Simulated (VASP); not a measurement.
A run of VASP 6.6.1 is set up as follows.

The input INCAR:

```
PREC = Accurate
ENCUT = 520
EDIFF = 1E-6
ISMEAR = 0
SIGMA = 0.01
LREAL = F
LASPH = T
NELM = 80
ALGO = Normal
ISIF = 2
LWAVE = F
LCHARG = F
GGA = CA
NBANDS = 50
```

Contents of KPOINTS:

```
Automatic mesh
0
Gamma
  2 5 4
```

Contents of POSCAR:

```
SnSe
1.0
   11.4200000000      0.0000000000      0.0000000000
    0.0000000000      4.1900000000      0.0000000000
    0.0000000000      0.0000000000      4.4600000000
Sn Se
4 4
Direct
    0.1230000000      0.2500000000      0.0910000000
    0.3770000000      0.7500000000      0.5910000000
    0.6230000000      0.2500000000      0.4090000000
    0.8770000000      0.7500000000      0.9090000000
    0.3570000000      0.2500000000      0.0160000000
    0.1430000000      0.7500000000      0.5160000000
    0.8570000000      0.2500000000      0.4840000000
    0.6430000000      0.7500000000      0.9840000000
```

Potentials or basis: VASP PAW LDA potentials, release 64 (Sn_d, Se).

Launch:

```console
$ cat potpaw_LDA.64/Sn_d/POTCAR potpaw_LDA.64/Se/POTCAR > POTCAR
$ mpirun -np 1 vasp_std > vasp.out
```

(1) Predict the largest force.

(2) Predict the band gap on the k mesh.

(3) Estimate the pressure.

Results:

(1) 0.158 eV/Å.

(2) 1.04 eV, indirect (least direct gap 1.28 eV).

(3) -2.0 GPa.

Caveat: spin-orbit coupling is left out, which moves the levels of the heavy elements.

**Experimental background.**

“Linear dichroism of the optical properties of SnS and SnSe van der Waals crystals”, 2024, arxiv:2409.17412 reports, for a bulk crystal of SnSe at 300 K: band gap 0.89 eV (indirect).

A measured gap of SnSe is 0.89 eV (indirect; 300 K; “Linear dichroism of the optical properties of SnS and SnSe van der Waals crystals”, 2024, arxiv:2409.17412); the calculated 1.04 eV misses it by +0.15 eV. 2 values of this kind are on record (0.89 to 0.99 eV); this one was drawn at random. Spin-orbit coupling on Se, Sn is left out. The value is that of LDA on a finite k mesh, which can miss the band edges, without temperature or zero-point motion.
